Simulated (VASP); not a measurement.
# ZrC in VASP: notebook

Runs on ZrC. Level: PBE. Tasks: single point.

All numbers are computed with VASP 6.6.1; they aren't measurements. Logs are shortened: lines on timing, memory, paths and dates and some standing lists are left out, and cuts for length are marked.

## (1) The cell of the first run

It takes space group I4/mmm (No. 139, tetragonal). The conventional cell has a = 3.257 Å, b = 3.257 Å, c = 4.700 Å, α = 90.00°, β = 90.00°, γ = 90.00°. Zr (site symmetry 4/mmm) has 6 C at 2.30 to 2.35 Å within 3.0 Å. Within 3.0 Å of C (site symmetry 4/mmm) lie 6 Zr at 2.30 to 2.35 Å.

## (2) Single point, PBE (equal xx and yy strain of -2 %)

INCAR reads:

```
  PREC = Accurate
  ENCUT = 520
  EDIFF = 1E-6
  ISMEAR = -1
  SIGMA = 0.05
  LREAL = False
  LASPH = True
  NELM = 80
  ALGO = Normal
  ISIF = 2
  LWAVE = False
  LCHARG = True
  GGA = PE
  LELF = True
  LVHAR = True
  NBANDS = 15
```

KPOINTS reads:

```
regular mesh
0
Gamma
  15 15 15
```

POSCAR reads:

```
ZrC
1.0
    0.0000000000      2.3032058000      2.3502100000
    2.3032058000      0.0000000000      2.3502100000
    2.3032058000      2.3032058000      0.0000000000
Zr C
1 1
Direct
    0.5000000000      0.5000000000      0.5000000000
    0.0000000000      0.0000000000      0.0000000000
```

Potentials or basis: VASP PAW PBE potentials, release 64 (Zr_sv, C).

Run with:

```sh
> cat potpaw_PBE.64/Zr_sv/POTCAR potpaw_PBE.64/C/POTCAR > POTCAR
> mpirun -np 1 vasp_std > vasp.out
```

OUTCAR:

```text
PREC = Accurate
   ENCUT = 520
   EDIFF = 1E-6
   ISMEAR = -1
   LREAL = False
   LASPH = True
   NELM = 80
   ISIF = 2
   GGA = PE

 ion  position               nearest neighbor table
   1  0.500  0.500  0.500-   2 2.30   2 2.30   2 2.30   2 2.30   2 2.35   2 2.35
   2  0.000  0.000  0.000-   1 2.30   1 2.30   1 2.30   1 2.30   1 2.35   1 2.35

  LATTYP: Found a body centered tetragonal cell.
 ALAT       =     3.2572248793
 C/A-ratio  =     1.4430750636

  Lattice vectors:

 A1 = (  -2.3032058000,   0.0000000000,   2.3502100000)
 A2 = (   2.3032058000,   0.0000000000,   2.3502100000)
 A3 = (   0.0000000000,   2.3032058000,  -2.3502100000)

Analysis of symmetry for initial positions (statically):
=====================================================================
 Subroutine PRICEL returns:
 Original cell was already a primitive cell.

 Routine SETGRP: Setting up the symmetry group for a
 body centered tetragonal supercell.

 Subroutine GETGRP returns: Found 16 space group operations
 (whereof 16 operations were pure point group operations)
 out of a pool of 16 trial point group operations.

The static configuration has the point symmetry D_4h.

Analysis of symmetry for dynamics (positions and initial velocities):
=====================================================================
 Subroutine PRICEL returns:
 Original cell was already a primitive cell.

 Routine SETGRP: Setting up the symmetry group for a
 body centered tetragonal supercell.

 Subroutine GETGRP returns: Found 16 space group operations
 (whereof 16 operations were pure point group operations)
 out of a pool of 16 trial point group operations.

The dynamic configuration has the point symmetry D_4h.

 Subroutine INISYM returns: Found 16 space group operations
 (whereof 16 operations are pure point group operations),
 and found     1 'primitive' translations

----------------------------------------------------------------------------------------

                                     Primitive cell

  volume of cell :      24.9346

  direct lattice vectors                    reciprocal lattice vectors
     0.000000000  2.303205800  2.350210000    -0.217088720  0.217088720  0.212746946
     2.303205800  0.000000000  2.350210000     0.217088720 -0.217088720  0.212746946
     2.303205800  2.303205800  0.000000000     0.217088720  0.217088720 -0.212746946

  length of vectors
     3.290629727  3.290629727  3.257224879     0.373518792  0.373518792  0.373518792

  position of ions in fractional coordinates (direct lattice)
     0.500000000  0.500000000  0.500000000
     0.000000000  0.000000000  0.000000000

  ion indices of the primitive-cell ions
   primitive index   ion index
                 1           1
                 2           2

----------------------------------------------------------------------------------------

 KPOINTS: regular mesh

Automatic generation of k-mesh.
 Grid dimensions read from file:
 generate k-points for:   15   15   15

 Generating k-lattice:

  Cartesian coordinates                     Fractional coordinates (reciprocal lattice)
    -0.014472581  0.014472581  0.014183130     0.066666667  0.000000000  0.000000000
     0.014472581 -0.014472581  0.014183130     0.000000000  0.066666667  0.000000000
     0.014472581  0.014472581 -0.014183130     0.000000000  0.000000000  0.066666667

  Length of vectors
     0.024901253  0.024901253  0.024901253

  Shift w.r.t. Gamma in fractional coordinates (k-lattice)
     0.000000000  0.000000000  0.000000000

 Subroutine IBZKPT returns following result:
 ===========================================

 Found    288 irreducible k-points:

 Following reciprocal coordinates:
            Coordinates               Weight
  0.000000  0.000000  0.000000      1.000000
  0.066667  0.000000  0.000000      8.000000
  0.133333  0.000000  0.000000      8.000000
  0.200000  0.000000  0.000000      8.000000
  0.266667  0.000000  0.000000      8.000000
  0.333333  0.000000  0.000000      8.000000
[... 16 lines left out ...]
  0.133333  0.133333  0.000000      2.000000
  0.200000  0.133333  0.000000      8.000000
 [... further k-points ...]
   k-points           NKPTS =    288   k-points in BZ     NKDIM =    288   number of bands    NBANDS=     15
   number of dos      NEDOS =    301   number of ions     NIONS =      2
   total plane-waves  NPLWV =  13824
   dimension x,y,z NGX =    24 NGY =   24 NGZ =   24
   dimension x,y,z NGXF=    48 NGYF=   48 NGZF=   48
   ions per type =               1   1
   NGX,Y,Z   is equivalent  to a cutoff of  12.13, 12.13, 12.25 a.u.
   NGXF,Y,Z  is equivalent  to a cutoff of  24.25, 24.25, 24.50 a.u.
 SYSTEM =  unknown system
   PREC   = accura    normal or accurate (medium, high low for compatibility)
   ISTART =      0    job   : 0-new  1-cont  2-samecut
   ICHARG =      2    charge: 1-file 2-atom 10-const
   ISPIN  =      1    spin polarized calculation?
   LNONCOLLINEAR =      F non collinear calculations
   LSORBIT =      F    spin-orbit coupling
   LASPH  =      T    aspherical Exc in radial PAW
   ENCUT  =  520.0 eV  38.22 Ry    6.18 a.u.   6.12  6.12  6.06*2*pi/ulx,y,z
   NELM   =     80;   NELMIN=  2; NELMDL= -5     # of ELM steps
   EDIFF  = 0.1E-05   stopping-criterion for ELM
   LREAL  =      F    real-space projection
   EDIFFG = 0.1E-04   stopping-criterion for IOM
   NSW    =      0    number of steps for IOM
   IBRION =     -1    ionic relax: 0-MD 1-quasi-New 2-CG
   NFREE  =      0    steps in history (QN), initial steepest desc. (CG)
   ISIF   =      2    stress and relaxation
   ISYM   =      2    0-nonsym 1-usesym 2-fastsym
   POTIM  = 0.5000    time-step for ionic-motion
   TEBEG  =    0.0;   TEEND  =   0.0 temperature during run
   PSTRESS=    0.0 pullay stress
   NELECT =      16.0000    total number of electrons
   NUPDOWN=      -1.0000    fix difference up-down
   EMIN   =  10.00;   EMAX   =-10.00  energy-range for DOS
   EFERMI =   0.00;   METHOD = LEGACY
   ISMEAR =    -1;   SIGMA  =   0.05  broadening in eV -4-tet -1-fermi 0-gaus
   EFERMI_NEDOS =   21; number of points for ismear=-14 and -15
   IALGO  =     38    algorithm
   IMIX   =      4    mixing-type and parameters
     AMIX     =   0.40;   BMIX     =  1.00
     AMIX_MAG =   1.60;   BMIX_MAG =  1.00
  volume/ion in A,a.u.               =      12.47        84.13
  Fermi-wavevector in a.u.,A,eV,Ry     =   1.412041  2.668371 27.128126  1.993861
  Thomas-Fermi vector in A             =   2.533831
   LORBIT       =      0    0 simple, 1 ext, 2 COOP (PROOUT), +10 PAW based schemes
   GGA     = PE    functional components
   LHFCALC =     F    Hartree Fock is set to
   AEXX    =    0.0000 exact exchange contribution
   IVDW    =     0    specifies the selected vdW correction
   LEPSILON=     F    determine dielectric tensor
   LRPA    =     F    only Hartree local field effects (RPA)
 non-spin polarized calculation
  energy-cutoff  :      520.00
  volume of cell :       24.93
 maximum number of plane-waves:       686
   NGX = 13   NGY = 13   NGZ = 13

 number of electron      16.0000000 magnetization

 Free energy of the ion-electron system (eV)
  ---------------------------------------------------
  ext. energy  EPLUGINS =         0.00000000
  ---------------------------------------------------
  free energy    TOTEN  =       -19.41238470 eV

  energy without entropy =      -19.41009984  energy(sigma->0) =      -19.41124227

 E-fermi :  10.0874     XC(G=0): -12.3336

 val. band max:       10.0844990597   @ k =   0.1333   0.1333   0.0000
 cond. band min:      10.1206880868   @ k =   0.4000   0.4000   0.0000
 fundamental gap:      0.0361890271
 Fermi energy:        10.0873850141

 k-point     1 :       0.0000    0.0000    0.0000
  band No.  band energies     occupation
      1     -37.8633      2.00000
      2     -15.5549      2.00000
      3     -15.5400      2.00000
      4     -15.5400      2.00000
      5      -1.3620      2.00000
      6      10.9525      0.00000
      7      11.0540      0.00000
      8      11.0683      0.00000
      9      11.0683      0.00000
     10      11.2649      0.00000
     11      11.2649      0.00000
     12      12.8710      0.00000
     13      13.1359      0.00000
     14      17.8940      0.00000
     15      20.6291      0.00000

 k-point     2 :       0.0667    0.0000    0.0000
  band No.  band energies     occupation
      1     -37.8581      2.00000
      2     -15.5925      2.00000
      3     -15.5536      2.00000
      4     -15.5432      2.00000
      5      -1.2533      2.00000
      6      10.1956      0.20613
      7      10.3619      0.00822
      8      10.4700      0.00095
      9      11.3842      0.00000
     10      11.4849      0.00000
     11      11.7955      0.00000
     12      13.4643      0.00000
     13      13.7334      0.00000
     14      18.1112      0.00000
     15      20.9243      0.00000

 k-point     3 :       0.1333    0.0000    0.0000
  band No.  band energies     occupation
      1     -37.8433      2.00000
      2     -15.7212      2.00000
      3     -15.5674      2.00000
      4     -15.5524      2.00000
      5      -0.9406      2.00000
      6       9.1518      2.00000
      7       9.5051      1.99998
      8       9.6005      1.99988
      9      11.7317      0.00000
     10      11.8115      0.00000
     11      12.2527      0.00000
     12      14.6295      0.00000
     13      14.9215      0.00000
     14      18.6655      0.00000
     15      21.7291      0.00000
[... 343 lines left out ...]
 k-point    23 :       0.1333    0.1333    0.0000
  band No.  band energies     occupation
      1     -37.8378      2.00000
      2     -15.7144      2.00000
      3     -15.5915      2.00000
      4     -15.5915      2.00000
      5      -0.8710      2.00000
      6       8.3150      2.00000
      7      10.0845      1.02885
      8      10.0845      1.02885
      9      10.3953      0.00422
     10      13.0158      0.00000
     11      13.0158      0.00000
     12      13.3636      0.00000
     13      15.5617      0.00000
     14      18.9827      0.00000
     15      22.0362      0.00000

 k-point    24 :       0.2000    0.1333    0.0000
  band No.  band energies     occupation
      1     -37.8220      2.00000
      2     -15.8276      2.00000
      3     -15.6159      2.00000
      4     -15.6113      2.00000
      5      -0.5766      2.00000
      6       7.6401      2.00000
      7       9.4031      2.00000
      8       9.7256      1.99856
      9      10.6376      0.00003
     10      13.1448      0.00000
     11      13.4883      0.00000
     12      14.2524      0.00000
     13      16.3589      0.00000
     14      19.6486      0.00000
     15      22.8577      0.00000

 [... further k-points ...]

------------------------ aborting loop because EDIFF is reached ----------------------------------------

  FORCE on cell =-STRESS in cart. coord.  units (eV):
  Direction    XX          YY          ZZ          XY          YZ          ZX
  --------------------------------------------------------------------------------------
  -------------------------------------------------------------------------------------
  Total        2.2488711      2.2488711      0.9150086      0.0000000      0.0000000      0.0000000
  in kB      144.5017088    144.5017088     58.7940823      0.0000000      0.0000000      0.0000000
  external PRESSURE =     115.9324999 kB  Pullay stress =       0.0000000 kB

 VOLUME and BASIS-vectors are now :
 -----------------------------------------------------------------------------
  energy-cutoff  :      520.00
  volume of cell :       24.93
      direct lattice vectors                 reciprocal lattice vectors
     0.000000000  2.303205800  2.350210000    -0.217088720  0.217088720  0.212746946
     2.303205800  0.000000000  2.350210000     0.217088720 -0.217088720  0.212746946
     2.303205800  2.303205800  0.000000000     0.217088720  0.217088720 -0.212746946

 POSITION                                       TOTAL-FORCE (eV/Angst)
 -----------------------------------------------------------------------------------
      2.30321      2.30321      2.35021         0.000000     -0.000000      0.000000
      0.00000      0.00000      0.00000        -0.000000      0.000000      0.000000
 -----------------------------------------------------------------------------------
    total drift:                                0.000000     -0.000000      0.000000

  FREE ENERGIE OF THE ION-ELECTRON SYSTEM (eV)
  ---------------------------------------------------
  free  energy   TOTEN  =       -19.4123846961 eV

  energy  without entropy=      -19.4100998428  energy(sigma->0) =      -19.41124227
```

Wall time 48 s (1 thread of AMD EPYC 9R45 (Zen 5), shared host); peak memory 0.19 GiB.

Results:

| Quantity | Value |
| --- | --- |
| Free energy | -19.4124 eV |
| Pressure | 11.6 GPa |
| Band gap on the k mesh | zero (band 8 reaches 11.07 eV, above the bottom of band 9 at 9.70 eV) |

Caveat: the cell differs from its parent crystal (equal xx and yy strain of -2 %).

(Continued in part 2 of 2.)
